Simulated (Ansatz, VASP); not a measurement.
One calculation of SnO2, two programs

```
CELL_PARAMETERS angstrom
3.43010 1.98037 4.17763
-3.43010 1.98037 4.17763
0.00000 -3.96073 4.17763
ATOMIC_POSITIONS crystal
Sn 0.86468 0.86468 0.86468
Sn 0.36482 0.36482 0.86482
Sn 0.36482 0.86482 0.36482
Sn 0.86482 0.36482 0.36482
O 0.12350 0.62335 0.62335
O 0.62335 0.12350 0.62335
O 0.62335 0.62335 0.12350
O 0.60621 0.60621 0.60621
O 0.12347 0.12347 0.12347
O 0.10609 0.10609 0.60624
O 0.10609 0.60624 0.10609
O 0.60624 0.10609 0.10609
```

Alike in both runs: task single point; functional PBEsol; k mesh 6 × 6 × 6; occupations gaussian, width 0.05 eV; no spin polarisation.

|  | VASP | Ansatz |
| --- | --- | --- |
| version | VASP 6.6.1 | Ansatz 0.2.0 |
| potentials or method | VASP PAW PBE potentials, release 64 (Sn_d, O), cutoff 520 eV | scalar-relativistic, plane waves, PAW |
| valence electrons in the cell | 104 | 104 |

Ansatz gave:

| Item | Value |
| --- | --- |
| gap on the k mesh at the Fermi level (eV) | 0.38 |
| least direct gap on the mesh (eV) | 0.38 |
| pressure (GPa) | -16.4 |
| traceless stress, the component that is largest in VASP (GPa) | 10.26 |
| rms of the force components (eV/Å) | 0.209 |

Q: What did VASP give for the same quantities?

A: gap on the k mesh at the Fermi level (eV): 0.37; least direct gap on the mesh (eV): 0.37; pressure (GPa): -15.9; traceless stress, the component that is largest in VASP (GPa): 9.85; rms of the force components (eV/Å): 0.191.

VASP's potentials were made for PBE, not for PBEsol, and Ansatz warns of the same on its side. Atom by atom the forces differ by 0.018 eV/Å (rms over components).
